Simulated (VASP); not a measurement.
# AlAs (F-43m) in VASP: notebook, part 2 of 2

VASP 6.6.1. The steps go on from the part before.

### 4 Electric field gradients, PBEsol (volume scaled by 0.94)

INCAR reads:

```
  PREC = Accurate
  ENCUT = 400
  EDIFF = 1E-8
  ISMEAR = -1
  SIGMA = 0.05
  LREAL = False
  LASPH = True
  NELM = 120
  ALGO = Normal
  ISIF = 2
  LWAVE = False
  LCHARG = False
  GGA = PS
  LEFG = True
  NBANDS = 11
  GGA_COMPAT = False
```

KPOINTS reads:

```
regular mesh
0
Gamma
  10 10 10
```

POSCAR reads:

```
AlAs
1.0
    0.0000000000      2.7726205221      2.7726205221
    2.7726205221      0.0000000000      2.7726205221
    2.7726205221      2.7726205221      0.0000000000
Al As
1 1
Direct
    0.0000000000      0.0000000000      0.0000000000
    0.7500000000      0.7500000000      0.7500000000
```

Potentials or basis: VASP PAW PBE potentials, release 64 (Al, As).

On the command line:

```console
> cat potpaw_PBE.64/Al/POTCAR potpaw_PBE.64/As/POTCAR > POTCAR
> mpirun -np 1 vasp_std > vasp.out
```

OUTCAR:

```text
PREC = Accurate
   ENCUT = 400
   EDIFF = 1E-8
   ISMEAR = -1
   LREAL = False
   LASPH = True
   NELM = 120
   ISIF = 2
   GGA = PS

 ion  position               nearest neighbor table
   1  0.000  0.000  0.000-   2 2.40   2 2.40   2 2.40   2 2.40
   2  0.750  0.750  0.750-   1 2.40   1 2.40   1 2.40   1 2.40

  LATTYP: Found a face centered cubic cell.
 ALAT       =     5.5452410442

  Lattice vectors:

 A1 = (   0.0000000000,   2.7726205221,   2.7726205221)
 A2 = (   2.7726205221,   0.0000000000,   2.7726205221)
 A3 = (   2.7726205221,   2.7726205221,   0.0000000000)

Analysis of symmetry for initial positions (statically):
=====================================================================
 Subroutine PRICEL returns:
 Original cell was already a primitive cell.

 Routine SETGRP: Setting up the symmetry group for a
 face centered cubic supercell.

 Subroutine GETGRP returns: Found 24 space group operations
[... 523 lines left out ...]
  volume of cell :       42.63
      direct lattice vectors                 reciprocal lattice vectors
     0.000000000  2.772620522  2.772620522    -0.180334812  0.180334812  0.180334812
     2.772620522  0.000000000  2.772620522     0.180334812 -0.180334812  0.180334812
     2.772620522  2.772620522  0.000000000     0.180334812  0.180334812 -0.180334812

 POSITION                                       TOTAL-FORCE (eV/Angst)
 -----------------------------------------------------------------------------------
      0.00000      0.00000      0.00000         0.000000      0.000000      0.000000
      4.15893      4.15893      4.15893        -0.000000     -0.000000     -0.000000
 -----------------------------------------------------------------------------------
    total drift:                               -0.000000     -0.000000     -0.000000

  FREE ENERGIE OF THE ION-ELECTRON SYSTEM (eV)
  ---------------------------------------------------
  free  energy   TOTEN  =       -10.0074264429 eV

  energy  without entropy=      -10.0074263721  energy(sigma->0) =      -10.00742641

 Electric field gradients (V/A^2)
---------------------------------------------------------------------
 ion       V_xx      V_yy      V_zz      V_xy      V_xz      V_yz
---------------------------------------------------------------------
   1      -0.000    -0.000     0.000    -0.000    -0.000    -0.000
   2      -0.000    -0.000    -0.000    -0.000    -0.000    -0.000
---------------------------------------------------------------------

 Electric field gradients after diagonalization (V/A^2)
 (convention: |V_zz| > |V_xx| > |V_yy|)
----------------------------------------------------------------------
 ion       V_xx      V_yy      V_zz     asymmetry (V_yy - V_xx)/ V_zz
----------------------------------------------------------------------
   1       0.000     0.000    -0.000       0.000
   2       0.000     0.000    -0.000       0.000
----------------------------------------------------------------------

           NMR quadrupolar parameters

 Cq : quadrupolar parameter    Cq=e*Q*V_zz/h
 eta: asymmetry parameters     (V_yy - V_xx)/ V_zz
 Q  : nuclear electric quadrupole moment in mb (millibarn)
----------------------------------------------------------------------
 ion       Cq(MHz)       eta       Q (mb)
----------------------------------------------------------------------
   1      -0.000       0.000       1.000
   2      -0.000       0.000       1.000
----------------------------------------------------------------------
```

OSZICAR:

```text
N       E                     dE             d eps       ncg     rms          rms(c)
DAV:   1     0.105915094118E+02    0.10592E+02   -0.26345E+03  1050   0.436E+02
DAV:   2    -0.954123999776E+01   -0.20133E+02   -0.19063E+02  1335   0.804E+01
DAV:   3    -0.102887499189E+02   -0.74751E+00   -0.74663E+00  1288   0.157E+01
DAV:   4    -0.102936008858E+02   -0.48510E-02   -0.48506E-02  1181   0.151E+00
DAV:   5    -0.102936851880E+02   -0.84302E-04   -0.84300E-04  1254   0.191E-01    0.348E+00
DAV:   6    -0.100628660811E+02    0.23082E+00   -0.33606E-01  1115   0.213E+00    0.200E+00
DAV:   7    -0.100089703874E+02    0.53896E-01   -0.18788E-01  1190   0.168E+00    0.669E-01
DAV:   8    -0.100073684536E+02    0.16019E-02   -0.10964E-02  1156   0.503E-01    0.877E-02
DAV:   9    -0.100073906667E+02   -0.22213E-04   -0.44810E-04  1213   0.116E-01    0.381E-02
DAV:  10    -0.100074223913E+02   -0.31725E-04   -0.37750E-05  1171   0.331E-02    0.111E-02
DAV:  11    -0.100074267096E+02   -0.43183E-05   -0.62581E-06  1218   0.132E-02    0.637E-03
DAV:  12    -0.100074263950E+02    0.31460E-06   -0.13406E-06  1180   0.478E-03    0.233E-03
DAV:  13    -0.100074264383E+02   -0.43235E-07   -0.51394E-08  1245   0.133E-03    0.137E-03
DAV:  14    -0.100074264429E+02   -0.46683E-08   -0.24377E-08  1127   0.635E-04
   1 F= -.10007426E+02 E0= -.10007426E+02  d E =-.708273E-07
```

Wall time 8.7 s (1 thread of Intel Xeon 6975P-C (Granite Rapids), shared host); peak memory 0.15 GiB.

What came out:

```
Free energy            : -10.0074 eV
Pressure               : 6.1 GPa
Band gap on the k mesh : 1.21 eV, indirect (least direct gap 2.47 eV)
```

Caveat: without QUAD_EFG the Cq values of the log hold for a quadrupole moment of 1 mb, not for the nuclei; the PAW data sets were made with another functional, which shifts forces and pressure a little.

### 5 Electric field gradients, PBEsol (volume scaled by 0.98)

INCAR reads:

```
PREC = Accurate
ENCUT = 400
EDIFF = 1E-8
ISMEAR = -1
SIGMA = 0.05
LREAL = F
LASPH = T
NELM = 120
ALGO = Normal
ISIF = 2
LWAVE = F
LCHARG = F
GGA = PS
LEFG = T
NBANDS = 11
GGA_COMPAT = F
```

KPOINTS is that of step 4.

POSCAR reads:

```
AlAs
1.0
    0.0000000000      2.8114034545      2.8114034545
    2.8114034545      0.0000000000      2.8114034545
    2.8114034545      2.8114034545      0.0000000000
Al As
1 1
Direct
    0.0000000000      0.0000000000      0.0000000000
    0.7500000000      0.7500000000      0.7500000000
```

Potentials or basis: VASP PAW PBE potentials, release 64 (Al, As).

On the command line:

```console
> cat potpaw_PBE.64/Al/POTCAR potpaw_PBE.64/As/POTCAR > POTCAR
> mpirun -np 1 vasp_std > vasp.out
```

OUTCAR:

```text
PREC = Accurate
   ENCUT = 400
   EDIFF = 1E-8
   ISMEAR = -1
   LREAL = F
   LASPH = T
   NELM = 120
   ISIF = 2
   GGA = PS

 ion  position               nearest neighbor table
   1  0.000  0.000  0.000-   2 2.43   2 2.43   2 2.43   2 2.43
   2  0.750  0.750  0.750-   1 2.43   1 2.43   1 2.43   1 2.43

  LATTYP: Found a face centered cubic cell.
 ALAT       =     5.6228069090

  Lattice vectors:

 A1 = (   0.0000000000,   2.8114034545,   2.8114034545)
 A2 = (   2.8114034545,   0.0000000000,   2.8114034545)
 A3 = (   2.8114034545,   2.8114034545,   0.0000000000)

[... 547 lines left out ...]
  free  energy   TOTEN  =       -10.0552836941 eV

  energy  without entropy=      -10.0552836592  energy(sigma->0) =      -10.05528368

 Electric field gradients (V/A^2)
---------------------------------------------------------------------
 ion       V_xx      V_yy      V_zz      V_xy      V_xz      V_yz
---------------------------------------------------------------------
   1      -0.000    -0.000     0.000    -0.000    -0.000    -0.000
   2       0.000     0.000     0.000    -0.000    -0.000    -0.000
---------------------------------------------------------------------

 Electric field gradients after diagonalization (V/A^2)
 (convention: |V_zz| > |V_xx| > |V_yy|)
----------------------------------------------------------------------
 ion       V_xx      V_yy      V_zz     asymmetry (V_yy - V_xx)/ V_zz
----------------------------------------------------------------------
   1       0.000     0.000    -0.000       0.000
   2       0.000     0.000    -0.000       0.000
----------------------------------------------------------------------

           NMR quadrupolar parameters

 Cq : quadrupolar parameter    Cq=e*Q*V_zz/h
 eta: asymmetry parameters     (V_yy - V_xx)/ V_zz
 Q  : nuclear electric quadrupole moment in mb (millibarn)
----------------------------------------------------------------------
 ion       Cq(MHz)       eta       Q (mb)
----------------------------------------------------------------------
   1      -0.000       0.000       1.000
   2      -0.000       0.000       1.000
----------------------------------------------------------------------
```

stdout:

```text
POSCAR found type information on POSCAR AlAs
 POSCAR found :  2 types and       2 ions
 scaLAPACK will be used
 -----------------------------------------------------------------------------
|                                                                             |
|                                                                             |
|     You enforced a specific xc type in the INCAR file but a different       |
|     I HOPE YOU KNOW WHAT YOU ARE DOING!                                     |
|                                                                             |
 -----------------------------------------------------------------------------

 LDA part: xc-table for (Slater+PW92), standard interpolation
 POSCAR, INCAR and KPOINTS ok, starting setup
 FFT: planning ... GRIDC
 FFT: planning ... GRID_SOFT
 FFT: planning ... GRID
 WAVECAR not read
 entering main loop
ion   1

ion   2
```

It took 8.6 s on 1 thread of Intel Xeon 6975P-C (Granite Rapids), shared host; peak memory 0.16 GiB.

Results:

- Free energy: -10.0553 eV
- Pressure: 2.4 GPa
- Band gap on the k mesh: 1.28 eV, indirect (least direct gap 2.14 eV)

Caveat: without QUAD_EFG the Cq values of the log hold for a quadrupole moment of 1 mb, not for the nuclei; the PAW data sets were made with another functional, which shifts forces and pressure a little. A k mesh can miss the band edges.

### 6 Overview

```tsv
cell	gap on the mesh (eV)	pressure (GPa)
a = 4.003 Å, angles 60.0°, 2 atoms	1.32	0.8
a = 3.921 Å, angles 60.0°, 2 atoms	1.21	6.1
a = 3.976 Å, angles 60.0°, 2 atoms	1.28	2.4
```

Alike in all rows: task electric field gradients; level PBEsol; potentials or basis VASP PAW PBE potentials, release 64 (Al, As); no spin polarisation; k mesh 10 × 10 × 10; cutoff (eV) 400; smearing fermi-dirac 0.05 eV.

Caveats: the PAW data sets were made with another functional, which shifts forces and pressure a little.

Total energies depend on the potentials used, so only differences within one code and one set of settings carry meaning.
